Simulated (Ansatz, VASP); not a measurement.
# One calculation of CdO, two programs

Contents of POSCAR:

```
CdO
1.0
    0.0000000000      2.3495000000      2.3495000000
    2.3495000000      0.0000000000      2.3495000000
    2.3495000000      2.3495000000      0.0000000000
Cd O
1 1
Direct
    0.0000000000      0.0000000000      0.0000000000
    0.5000000000      0.5000000000      0.5000000000
```

INCAR.step1

```
SYSTEM = CdO
PREC = Accurate
ENCUT = 660
ISMEAR = 0
SIGMA = 0.01
LREAL = .False.
LASPH = .True.
NELM = 120
NBANDS = 16
GGA = PE
ALGO = Normal
EDIFF = 1E-5
LWAVE = .True.
LCHARG = .False.
GGA_COMPAT = .False.
```

Contents of INCAR.step2:

```
SYSTEM = CdO
PREC = Accurate
ENCUT = 660
EDIFF = 1E-6
ISMEAR = 0
SIGMA = 0.01
LREAL = .False.
LASPH = .True.
NELM = 120
ALGO = Normal
ISIF = 2
LWAVE = .False.
LCHARG = .False.
METAGGA = R2SCAN
LMIXTAU = .True.
NBANDS = 16
ISTART = 1
GGA_COMPAT = .False.
```

Contents of KPOINTS:

```
regular mesh
0
Gamma
  8 8 8
  0 0 0
```

Input for Ansatz:

```yaml
crystal:
  lattice:
    - [0.0, 2.3495, 2.3495]
    - [2.3495, 0.0, 2.3495]
    - [2.3495, 2.3495, 0.0]
  atoms:
    - { symbol: Cd, position: [0.0, 0.0, 0.0] }
    - { symbol: O, position: [0.5, 0.5, 0.5] }
basis:
  ecutwfc: 550.0
kpoints:
  mp_grid:
    grid: [8, 8, 8]
  band_path:
    path:
      - [0.375, 0.375, 0.75]
      - [0.0, 0.0, 0.0]
      - [0.5, 0.5, 0.5]
      - [0.5, 0.25, 0.75]
      - [0.5, 0.0, 0.5]
    npoints: 8
hamiltonian:
  xc: r2scan
  pseudopotentials:
    kind: paw
scf:
  n_extra_bands: 10
  convergence:
    dr2_threshold: 1.0e-07
  occupations:
    method: fixed
output:
  write_density: true
```

Alike in both runs: task single point; functional r2SCAN; k mesh 8 × 8 × 8; no spin polarisation.

```csv
,VASP,Ansatz
version,VASP 6.6.1,Ansatz 0.2.0
potentials or method,"VASP PAW PBE potentials, release 64 (Cd, O), cutoff 660 eV","plane waves, PAW"
occupations,"gaussian, width 0.01 eV",fixed
valence electrons in the cell,18,26
```

```tsv
	VASP	Ansatz	Ansatz less VASP
gap on the k mesh at the Fermi level (eV)	0.07	0.10	+0.030
```

VASP's potentials were made for PBE, not for r2SCAN. VASP's potentials hold 18 valence electrons a cell and Ansatz's 26, so a difference there can come from the potentials and not from the codes.
